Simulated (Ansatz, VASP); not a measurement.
**SnO2 in VASP and in Ansatz**

```
Sn O
1.0
     4.79338    0.00000    0.00000
     0.00000    4.79338    0.00000
     0.00000    0.00000    3.23004
Sn O
2 4
Direct
  0.00000 0.00000 0.00000
  0.50000 0.50000 0.50000
  0.30621 0.30621 0.00000
  0.19379 0.80621 0.50000
  0.69379 0.69379 0.00000
  0.80621 0.19379 0.50000
```

Alike in both runs: functional PBE; dispersion D3(BJ); k mesh 6 × 6 × 8; occupations gaussian, width 0.02 eV; no spin polarisation.

Ansatz relaxed the structure, and its values are those at the end. VASP's run is a single point on that final structure, the one shown.

|  | VASP | Ansatz |
| --- | --- | --- |
| version | VASP 6.6.1 | Ansatz 0.2.0 |
| potentials or method | VASP PAW PBE potentials, release 64 (Sn_d, O), cutoff 520 eV | scalar-relativistic, plane waves, PAW |
| valence electrons in the cell | 52 | 52 |

```csv
,VASP,Ansatz,Ansatz less VASP
gap on the k mesh at the Fermi level (eV),0.83,0.84,+0.011
least direct gap on the mesh (eV),0.83,0.84,+0.011
pressure (GPa),0.7,0.0,-0.64
rms of the force components (eV/Å),0.007,0.000,-0.0069
```
